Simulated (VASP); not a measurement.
# CaF (Cmmm) in VASP: notebook, part 2 of 2

VASP 6.6.1. The steps go on from the part before.

**5. Relaxation of cell and atoms, PBE**

INCAR

```
SYSTEM = CaF
PREC = Accurate ; ENCUT = 600
EDIFF = 1E-7 ; ISMEAR = 0
SIGMA = 0.1 ; LREAL = .False.
LASPH = .True. ; NELM = 120
ALGO = Normal ; ISIF = 3
LWAVE = .False. ; LCHARG = .False.
GGA = PE ; IBRION = 2
NSW = 90 ; EDIFFG = -0.04
GGA_COMPAT = .False. ; NELMIN = 4
```

KPOINTS

```
regular mesh
0
Gamma
  6 6 4
  0 0 0
```

POSCAR

```
CaF
1.0
    1.9029334300     -2.6143345200      0.0000000000
    1.9029334300      2.6143345200      0.0000000000
    0.0000000000      0.0000000000      3.8744381100
Ca F
1 1
Direct
    0.0000000000      0.0000000000      0.5000000000
    0.5000000000      0.5000000000      0.0000000000
```

Potentials or basis: VASP PAW PBE potentials, release 64 (Ca_sv, F).

Command:

```
$ cat potpaw_PBE.64/Ca_sv/POTCAR potpaw_PBE.64/F/POTCAR > POTCAR
$ mpirun -np 1 vasp_std > vasp.out
```

OUTCAR:

```text
SYSTEM = CaF
   PREC = Accurate
   ENCUT = 600
   EDIFF = 1E-7
   ISMEAR = 0
   LREAL = .False.
   LASPH = .True.
   NELM = 120
   ISIF = 3
   GGA = PE
   IBRION = 2
   NSW = 90
   EDIFFG = -0.04
   NELMIN = 4

 ion  position               nearest neighbor table
   1  0.000  0.000  0.500-
   2  0.500  0.500  0.000-

  LATTYP: Found a base centered orthorhombic cell.
 ALAT       =     3.8058668600
 B/A-ratio  =     1.3738444439
 C/A-ratio  =     1.0180172488

  Lattice vectors:

 A1 = (   1.9029334300,  -2.6143345200,   0.0000000000)
 A2 = (   1.9029334300,   2.6143345200,   0.0000000000)
 A3 = (   0.0000000000,   0.0000000000,   3.8744381100)

Analysis of symmetry for initial positions (statically):
=====================================================================
 Subroutine PRICEL returns:
 Original cell was already a primitive cell.

 Routine SETGRP: Setting up the symmetry group for a
 base centered orthorhombic supercell.

 Subroutine GETGRP returns: Found  8 space group operations
 (whereof  8 operations were pure point group operations)
 out of a pool of  8 trial point group operations.

The static configuration has the point symmetry D_2h.

Analysis of symmetry for dynamics (positions and initial velocities):
[... 342 lines left out ...]

 number of electron      16.9999999 magnetization

 Free energy of the ion-electron system (eV)
  ---------------------------------------------------
  ext. energy  EPLUGINS =         0.00000000
  ---------------------------------------------------
  free energy    TOTEN  =        -8.64114665 eV

  energy without entropy =       -8.63299266  energy(sigma->0) =       -8.63706966

 E-fermi :   4.1141     XC(G=0):  -8.7682

 val. band max:        4.0808934495   @ k =   0.5000   0.0000   0.5000
 cond. band min:       4.1171202023   @ k =  -0.3333   0.1667   0.5000
 fundamental gap:      0.0362267528
 Fermi energy:         4.1141131770

 k-point     1 :       0.0000    0.0000    0.0000
  band No.  band energies     occupation
      1     -38.5076      2.00000
      2     -21.9022      2.00000
      3     -19.4621      2.00000
      4     -19.3893      2.00000
      5     -19.3866      2.00000
      6      -3.3678      2.00000
      7      -3.1773      2.00000
      8      -2.8923      2.00000
      9       1.3033      2.00000
     10       4.4147      0.00002
     11       6.2321      0.00000
     12       6.8014      0.00000
[... 331 lines left out ...]
 k-point    24 :       0.5000    0.3333    0.2500
  band No.  band energies     occupation
      1     -38.4750      2.00000
      2     -22.0854      2.00000
      3     -19.5105      2.00000
      4     -19.4823      2.00000
      5     -19.2096      2.00000
      6      -3.9354      2.00000
      7      -3.4649      2.00000
      8      -3.4021      2.00000
      9       4.5739      0.00000
     10       5.4780      0.00000
     11       5.8790      0.00000
     12       7.0551      0.00000

 [... further k-points ...]

------------------------ aborting loop because EDIFF is reached ----------------------------------------

  FORCE on cell =-STRESS in cart. coord.  units (eV):
  Direction    XX          YY          ZZ          XY          YZ          ZX
  --------------------------------------------------------------------------------------
  -------------------------------------------------------------------------------------
  Total       -0.0490050     -0.0573396     -0.0241050      0.0000000      0.0000000      0.0000000
  in kB       -1.9284798     -2.2564663     -0.9485980      0.0000000      0.0000000      0.0000000
  external PRESSURE =      -1.7111814 kB  Pullay stress =       0.0000000 kB
[... 17 lines left out ...]
  FREE ENERGIE OF THE ION-ELECTRON SYSTEM (eV)
  ---------------------------------------------------
  free  energy   TOTEN  =        -8.6411466518 eV

  energy  without entropy=       -8.6329926610  energy(sigma->0) =       -8.63706966

 reached required accuracy - stopping structural energy minimisation
```

OSZICAR:

```text
N       E                     dE             d eps       ncg     rms          rms(c)
DAV:   1     0.158011135004E+03    0.15801E+03   -0.95185E+03   936   0.147E+03
DAV:   2     0.389537373211E+01   -0.15412E+03   -0.14758E+03  1060   0.366E+02
DAV:   3    -0.749161115843E+01   -0.11387E+02   -0.11219E+02  1268   0.975E+01
DAV:   4    -0.840831284405E+01   -0.91670E+00   -0.91013E+00  1496   0.183E+01
[... 123 lines left out ...]
DAV:   4    -0.864114877220E+01    0.11053E-04   -0.83184E-05  1484   0.776E-02    0.151E-02
DAV:   5    -0.864114689227E+01    0.18799E-05   -0.13339E-05  1116   0.454E-02    0.374E-03
DAV:   6    -0.864114680560E+01    0.86663E-07   -0.15306E-06  1084   0.167E-02    0.148E-03
DAV:   7    -0.864114667200E+01    0.13360E-06   -0.10409E-07   716   0.374E-03    0.173E-04
DAV:   8    -0.864114665176E+01    0.20244E-07   -0.11788E-08   540   0.132E-03
  11 F= -.86411467E+01 E0= -.86370697E+01  d E =-.176508E-02
```

CONTCAR:

```text
CaF
   1.00000000000000
     1.6473604587104580   -3.4910801938309413    0.0000000000000000
     1.6473604587104580    3.4910801938309413    0.0000000000000000
     0.0000000000000000    0.0000000000000000    3.5396294838434335
  Ca              F
     1     1
Direct
     0.0000000000000000    0.0000000000000000    0.5000000000000000
     0.5000000000000000    0.5000000000000000    0.0000000000000000

  0.00000000E+00  0.00000000E+00  0.00000000E+00
  0.00000000E+00  0.00000000E+00  0.00000000E+00
```

Wall time 78 s (1 thread of Intel Xeon 6975P-C (Granite Rapids), shared host); peak memory 0.18 GiB.

Results:

| Property | Result |
| --- | --- |
| Free energy | -8.6411 eV |
| Relaxed volume | 20.36 Å³/atom |
| Relaxed cell | a = 3.860 Å, b = 3.860 Å, c = 3.540 Å, α = 90.00°, β = 90.00°, γ = 129.48° |
| Space group after relaxing (to 0.05 Å) | Cmmm (No. 65) |
| Energy gained by relaxing | 402.1 meV/atom |
| Ionic steps | 11 |
| Pressure after relaxing | -0.2 GPa |

The path:
```tsv
step	energy change (eV)	largest force (eV/Å)	pressure (GPa)	volume (Å³)
1	0.0000	0.0000	0.05	38.55
2	-0.2592	0.0000	0.50	38.47
3	-0.7275	0.0000	5.14	36.92
4	-0.7172	0.0000	6.59	36.58
5	-0.7084	0.0000	-2.99	42.78
6	-0.7785	0.0000	1.60	39.69
7	-0.7786	0.0000	1.84	39.53
8	-0.8021	0.0000	-0.03	40.61
9	-0.8024	0.0000	0.12	40.52
10	-0.8040	0.0000	-0.08	40.65
11	-0.8041	0.0000	-0.17	40.71
```

Final structure:
```
Ca F
1.0
     1.64736   -3.49108    0.00000
     1.64736    3.49108    0.00000
     0.00000    0.00000    3.53963
Ca F
1 1
Cartesian
  0.0000 0.0000 1.7698
  1.6474 0.0000 0.0000
```

Levels at points of the mesh, in eV from the Fermi level:
```
           k point  band 4  band 5  band 6  band 7  band 8  band 9  band 10  band 11  band 12
(0.00, 0.00, 0.00)  -23.50  -23.50   -7.48   -7.29   -7.01   -2.81     0.30     2.12     2.69
(0.50, 0.00, 0.00)  -23.50  -23.33   -8.47   -8.05   -7.28    0.04     1.72     2.82     3.24
(0.50, 0.50, 0.00)  -23.56  -23.52   -7.61   -7.44   -7.34    0.13     0.63     1.81     2.32
(0.00, 0.00, 0.50)  -23.46  -23.16   -8.49   -7.74   -7.04   -0.89     1.64     2.24     2.96
(0.50, 0.00, 0.50)  -23.74  -23.50   -7.78   -7.68   -7.05   -0.03     1.19     2.96     3.58
(0.50, 0.50, 0.50)  -23.48  -23.16   -8.37   -7.79   -7.64    1.03     1.33     1.75     4.14
```

Caveat: the k points lie up to 0.44 Å⁻¹ apart in the final cell; an odd number of electrons without spin polarisation forces a metal; a magnetic or distorted state may lie lower.

**6. Relaxation of cell and atoms, PBE**

This run uses another cell than the first one, of 22.81 Å³/atom, 1.183 times its volume.

INCAR

```
SYSTEM = CaF
PREC     = Accurate       ! precision mode
ENCUT    = 600            ! plane-wave cutoff, eV
EDIFF    = 1E-7           ! SCF threshold, eV
ISMEAR   = 0              ! smearing method
SIGMA    = 0.1            ! smearing width, eV
LREAL    = .False.        ! projectors in reciprocal space
LASPH    = .True.         ! aspherical terms in the spheres
NELM     = 120            ! most SCF steps
ALGO     = Normal         ! electronic algorithm
ISIF     = 3              ! what is computed and relaxed
LWAVE    = .False.        ! write WAVECAR
LCHARG   = .False.        ! write CHGCAR
GGA      = PE             ! functional
IBRION   = 2              ! ionic algorithm
NSW      = 90             ! ionic steps
EDIFFG   = -0.04          ! ionic threshold
GGA_COMPAT= .False.      
NELMIN   = 4
```

KPOINTS

```
regular mesh
0
Gamma
  6 6 6
  0 0 0
```

POSCAR

```
CaF
1.0
    1.6549541508     -3.9916337339      0.0000000000
    1.6549541508      3.9916337339      0.0000000000
    0.0000000000      0.0000000000      3.4529201249
Ca F
1 1
Direct
    0.0000000000      0.0000000000      0.5000000000
    0.5000000000      0.5000000000      0.0000000000
```

Potentials or basis: VASP PAW PBE potentials, release 64 (Ca_sv, F).

Command:

```
$ cat potpaw_PBE.64/Ca_sv/POTCAR potpaw_PBE.64/F/POTCAR > POTCAR
$ mpirun -np 1 vasp_std > vasp.out
```

OUTCAR:

```text
SYSTEM = CaF
   PREC = Accurate
   ENCUT = 600
   EDIFF = 1E-7
   ISMEAR = 0
   LREAL = .False.
   LASPH = .True.
   NELM = 120
   ISIF = 3
   GGA = PE
   IBRION = 2
   NSW = 90
   EDIFFG = -0.04
   NELMIN = 4

 ion  position               nearest neighbor table
   1  0.000  0.000  0.500-   2 2.39   2 2.39   2 2.39   2 2.39
   2  0.500  0.500  0.000-   1 2.39   1 2.39   1 2.39   1 2.39

  LATTYP: Found a base centered orthorhombic cell.
 ALAT       =     3.3099083016
 B/A-ratio  =     2.4119301021
 C/A-ratio  =     1.0432071859

  Lattice vectors:

 A1 = (   1.6549541508,  -3.9916337339,   0.0000000000)
 A2 = (   1.6549541508,   3.9916337339,   0.0000000000)
 A3 = (   0.0000000000,   0.0000000000,   3.4529201249)

Analysis of symmetry for initial positions (statically):
=====================================================================
 Subroutine PRICEL returns:
 Original cell was already a primitive cell.

 Routine SETGRP: Setting up the symmetry group for a
 base centered orthorhombic supercell.

 Subroutine GETGRP returns: Found  8 space group operations
 (whereof  8 operations were pure point group operations)
 out of a pool of  8 trial point group operations.

The static configuration has the point symmetry D_2h.

Analysis of symmetry for dynamics (positions and initial velocities):
=====================================================================
 Subroutine PRICEL returns:
 Original cell was already a primitive cell.

 Routine SETGRP: Setting up the symmetry group for a
 base centered orthorhombic supercell.

 Subroutine GETGRP returns: Found  8 space group operations
 (whereof  8 operations were pure point group operations)
 out of a pool of  8 trial point group operations.

The dynamic configuration has the point symmetry D_2h.

 Subroutine INISYM returns: Found  8 space group operations
 (whereof  8 operations are pure point group operations),
 and found     1 'primitive' translations

----------------------------------------------------------------------------------------

                                     Primitive cell

  volume of cell :      45.6198

  direct lattice vectors                    reciprocal lattice vectors
     1.654954151 -3.991633734  0.000000000     0.302123173 -0.125261994  0.000000000
     1.654954151  3.991633734  0.000000000     0.302123173  0.125261994  0.000000000
     0.000000000  0.000000000  3.452920125     0.000000000  0.000000000  0.289609943

  length of vectors
     4.321112485  4.321112485  3.452920125     0.327061124  0.327061124  0.289609943

  position of ions in fractional coordinates (direct lattice)
     0.000000000  0.000000000  0.500000000
     0.500000000  0.500000000  0.000000000

  ion indices of the primitive-cell ions
   primitive index   ion index
                 1           1
                 2           2

----------------------------------------------------------------------------------------

 KPOINTS: regular mesh

Automatic generation of k-mesh.
 Grid dimensions read from file:
 generate k-points for:    6    6    6

 Generating k-lattice:

  Cartesian coordinates                     Fractional coordinates (reciprocal lattice)
     0.050353862 -0.020876999  0.000000000     0.166666667  0.000000000  0.000000000
[... 54 lines left out ...]
   LNONCOLLINEAR =      F non collinear calculations
   LSORBIT =      F    spin-orbit coupling
   LASPH  =      T    aspherical Exc in radial PAW
   ENCUT  =  600.0 eV  44.10 Ry    6.64 a.u.   8.63  8.63  6.90*2*pi/ulx,y,z
   NELM   =    120;   NELMIN=  4; NELMDL= -5     # of ELM steps
   EDIFF  = 0.1E-06   stopping-criterion for ELM
   LREAL  =      F    real-space projection
   EDIFFG = -.4E-01   stopping-criterion for IOM
   NSW    =     90    number of steps for IOM
   IBRION =      2    ionic relax: 0-MD 1-quasi-New 2-CG
   NFREE  =      1    steps in history (QN), initial steepest desc. (CG)
   ISIF   =      3    stress and relaxation
   ISYM   =      2    0-nonsym 1-usesym 2-fastsym
   POTIM  = 0.5000    time-step for ionic-motion
   TEBEG  =    0.0;   TEEND  =   0.0 temperature during run
   PSTRESS=    0.0 pullay stress
   NELECT =      17.0000    total number of electrons
   NUPDOWN=      -1.0000    fix difference up-down
   EMIN   =  10.00;   EMAX   =-10.00  energy-range for DOS
   EFERMI =   0.00;   METHOD = LEGACY
   ISMEAR =     0;   SIGMA  =   0.10  broadening in eV -4-tet -1-fermi 0-gaus
   EFERMI_NEDOS =   21; number of points for ismear=-14 and -15
   IALGO  =     38    algorithm
   IMIX   =      4    mixing-type and parameters
     AMIX     =   0.40;   BMIX     =  1.00
     AMIX_MAG =   1.60;   BMIX_MAG =  1.00
  volume/ion in A,a.u.               =      22.81       153.93
  Fermi-wavevector in a.u.,A,eV,Ry     =   1.178076  2.226241 18.883032  1.387864
  Thomas-Fermi vector in A             =   2.314412
   LORBIT       =      0    0 simple, 1 ext, 2 COOP (PROOUT), +10 PAW based schemes
   GGA     = PE    functional components
   LHFCALC =     F    Hartree Fock is set to
   AEXX    =    0.0000 exact exchange contribution
   IVDW    =     0    specifies the selected vdW correction
   LEPSILON=     F    determine dielectric tensor
   LRPA    =     F    only Hartree local field effects (RPA)
 conjugate gradient relaxation of ions
 non-spin polarized calculation
 Gauss-broadening in eV      SIGMA  =   0.10
  energy-cutoff  :      600.00
  volume of cell :       45.62
 maximum number of plane-waves:      1538
 NGX is ok and might be reduce to    36
   NGX = 17   NGY = 17   NGZ = 13

--------------------------------------- Ionic step        1  -------------------------------------------

 number of electron      16.9999996 magnetization

 Free energy of the ion-electron system (eV)
  ---------------------------------------------------
  ext. energy  EPLUGINS =         0.00000000
  ---------------------------------------------------
  free energy    TOTEN  =        -8.80388577 eV

  energy without entropy =       -8.79527720  energy(sigma->0) =       -8.79958148

------------------------ aborting loop because EDIFF is reached ----------------------------------------

  FORCE on cell =-STRESS in cart. coord.  units (eV):
  Direction    XX          YY          ZZ          XY          YZ          ZX
  --------------------------------------------------------------------------------------
  -------------------------------------------------------------------------------------
  Total       -0.0299964      0.1548482      0.0432596      0.0000000      0.0000000      0.0000000
  in kB       -1.0534800      5.4383052      1.5192869      0.0000000      0.0000000      0.0000000
  external PRESSURE =       1.9680374 kB  Pullay stress =       0.0000000 kB
[... 59 lines left out ...]
--------------------------------------- Ionic step        3  -------------------------------------------

 number of electron      16.9999994 magnetization

 Free energy of the ion-electron system (eV)
  ---------------------------------------------------
  ext. energy  EPLUGINS =         0.00000000
  ---------------------------------------------------
  free energy    TOTEN  =        -8.80506871 eV

  energy without entropy =       -8.79709192  energy(sigma->0) =       -8.80108032

 E-fermi :   3.3511     XC(G=0):  -8.2616

 val. band max:        3.3505701654   @ k =   0.5000   0.5000   0.0000
 cond. band min:       3.3918218901   @ k =  -0.3333   0.3333   0.0000
 fundamental gap:      0.0412517247
 Fermi energy:         3.3511490154

 k-point     1 :       0.0000    0.0000    0.0000
  band No.  band energies     occupation
      1     -39.5878      2.00000
      2     -22.8186      2.00000
      3     -20.5061      2.00000
      4     -20.4996      2.00000
      5     -20.4765      2.00000
      6      -4.2404      2.00000
      7      -4.1228      2.00000
      8      -3.9013      2.00000
      9       0.7434      2.00000
     10       3.4031      0.46286
     11       5.2499      0.00000
     12       6.1614      0.00000
[... 331 lines left out ...]
 k-point    24 :       0.5000    0.3333    0.1667
  band No.  band energies     occupation
      1     -39.5676      2.00000
      2     -22.9945      2.00000
      3     -20.5655      2.00000
      4     -20.5142      2.00000
      5     -20.2822      2.00000
      6      -4.7458      2.00000
      7      -4.3149      2.00000
      8      -4.1598      2.00000
      9       3.3168      1.37283
     10       4.2643      0.00000
     11       5.5486      0.00000
     12       5.7337      0.00000

 [... further k-points ...]

------------------------ aborting loop because EDIFF is reached ----------------------------------------

  FORCE on cell =-STRESS in cart. coord.  units (eV):
  Direction    XX          YY          ZZ          XY          YZ          ZX
  --------------------------------------------------------------------------------------
  -------------------------------------------------------------------------------------
  Total       -0.0028500      0.0680182     -0.0620785     -0.0000000      0.0000000      0.0000000
  in kB       -0.0989752      2.3621434     -2.1558680     -0.0000000      0.0000000      0.0000000
  external PRESSURE =       0.0357668 kB  Pullay stress =       0.0000000 kB
[... 17 lines left out ...]
  FREE ENERGIE OF THE ION-ELECTRON SYSTEM (eV)
  ---------------------------------------------------
  free  energy   TOTEN  =        -8.8050687142 eV

  energy  without entropy=       -8.7970919175  energy(sigma->0) =       -8.80108032

 reached required accuracy - stopping structural energy minimisation
```

Run time: 40 s. Hardware: 1 thread of Intel Xeon 6975P-C (Granite Rapids), shared host; peak memory 0.21 GiB.

Results:

```yaml
Free_energy: -8.8051 eV
Relaxed_volume: 23.07 Å³/atom
Relaxed_cell: a = 4.358 Å, b = 4.358 Å, c = 3.463 Å, α = 90.00°, β = 90.00°, γ = 135.46°
Space_group_after_relaxing_to_0.05_Å: Cmmm (No. 65)
Energy_gained_by_relaxing: 0.6 meV/atom
Ionic_steps: 3
Pressure_after_relaxing: 0.0 GPa
```

Stress tensor (GPa, compression positive):
```
-0.01  0.00  0.00
 0.00  0.24  0.00
 0.00  0.00 -0.22
```

The path:
| step | energy change (eV) | largest force (eV/Å) | pressure (GPa) | volume (Å³) |
| --- | --- | --- | --- | --- |
| 1 | 0.0000 | 0.0000 | 0.20 | 45.62 |
| 2 | -0.0006 | 0.0000 | 0.13 | 45.80 |
| 3 | -0.0012 | 0.0000 | 0.00 | 46.13 |

Final structure:
```
Ca F
1.0
     1.65162   -4.03314    0.00000
     1.65162    4.03314    0.00000
     0.00000    0.00000    3.46295
Ca F
1 1
Cartesian
  0.0000 0.0000 1.7315
  1.6516 0.0000 0.0000
```

Caveat: an odd number of electrons without spin polarisation forces a metal; a magnetic or distorted state may lie lower.

**7. The runs side by side**

| task | cell | k mesh | gap on the mesh (eV) | pressure (GPa) | relaxed volume (Å³/atom) |
| --- | --- | --- | --- | --- | --- |
| single point | a = 3.234, b = 3.234, c = 3.874 Å, angles 90.0, 90.0, 107.9°, 2 atoms | 6 × 6 × 4 | none | 0.1 | - |
| single point | a = 4.321, b = 4.321, c = 3.453 Å, angles 90.0, 90.0, 135.0°, 2 atoms | 6 × 6 × 4 | none | 0.2 | - |
| single point | a = 4.380, b = 4.380, c = 3.458 Å, angles 90.0, 90.0, 135.7°, 2 atoms | 6 × 6 × 6 | none | 0.1 | - |
| relaxation of cell and atoms | relaxed from a = 3.234, b = 3.234, c = 3.874 Å, angles 90.0, 90.0, 107.9°, 2 atoms | 6 × 6 × 4 | none | -0.2 | 20.36 |
| relaxation of cell and atoms | relaxed from a = 4.321, b = 4.321, c = 3.453 Å, angles 90.0, 90.0, 135.0°, 2 atoms | 6 × 6 × 6 | none | 0.0 | 23.07 |

Alike in all rows: level PBE; potentials or basis VASP PAW PBE potentials, release 64 (Ca_sv, F); no spin polarisation; cutoff (eV) 600; smearing gaussian 0.1 eV.

Caveats: some runs use coarse meshes; an odd number of electrons without spin polarisation forces a metal; a magnetic or distorted state may lie lower.

Absolute energies hang on the potentials; compare differences alone.
